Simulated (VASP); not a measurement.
Set up this calculation in VASP 6.6.1, as the native input.

| Quantity | Value |
| --- | --- |
| Task | single point |
| Functional | PBE |
| Potentials or basis | VASP PAW PBE potentials, release 64 (Ti_sv, Se) |
| Cutoff | 500 eV |
| k mesh | 12 × 12 × 4 |
| Occupations | fermi-dirac, width 0.02 eV |
| Spin | no spin polarisation |
| Dipole correction | no |
| Further INCAR settings | ALGO = Normal; EDIFF = 1e-06; NBANDS = 19 |

The structure of TiSe2 lies in POSCAR:

```
TiSe2
1.0
    3.5420252115      0.0000000000      0.0000000000
   -1.7710126058      3.0674838140      0.0000000000
    0.0000000000      0.0000000000      6.0915063938
Ti Se
1 2
Direct
    0.0000000000      0.0000000000      0.0000000000
    0.3333333333      0.6666666667      0.2498693004
    0.6666666667      0.3333333333      0.7501306996
```

The input as run:

INCAR

```
  ALGO = Normal
  EDIFF = 1E-6
  ENCUT = 500
  GGA = PE
  GGA_COMPAT = False
  ISIF = 2
  ISMEAR = -1
  LASPH = True
  LCHARG = False
  LREAL = False
  LWAVE = False
  NBANDS = 19
  NELM = 120
  PREC = Accurate
  SIGMA = 0.02
```

KPOINTS

```
k-points
0
Gamma
  12 12 4
```

Potentials or basis: VASP PAW PBE potentials, release 64 (Ti_sv, Se).

Run with:

```sh
$ cat potpaw_PBE.64/Ti_sv/POTCAR potpaw_PBE.64/Se/POTCAR > POTCAR
$ mpirun -np 1 vasp_std > vasp.out
```

It gave:

* Pressure: 1.7 GPa
* Largest force: 0.199 eV/Å
* Band gap on the k mesh: zero (band 12 reaches 5.04 eV, above the bottom of band 13 at 4.47 eV)

Caveat: this functional lacks dispersion, which binds the layers, so the pressure and a relaxed spacing across them are unreliable.

Run time: 47 s on 1 thread of AMD EPYC 9R45 96-Core Processor (Zen 5), with other jobs on the host, peak memory 0.2 GiB.
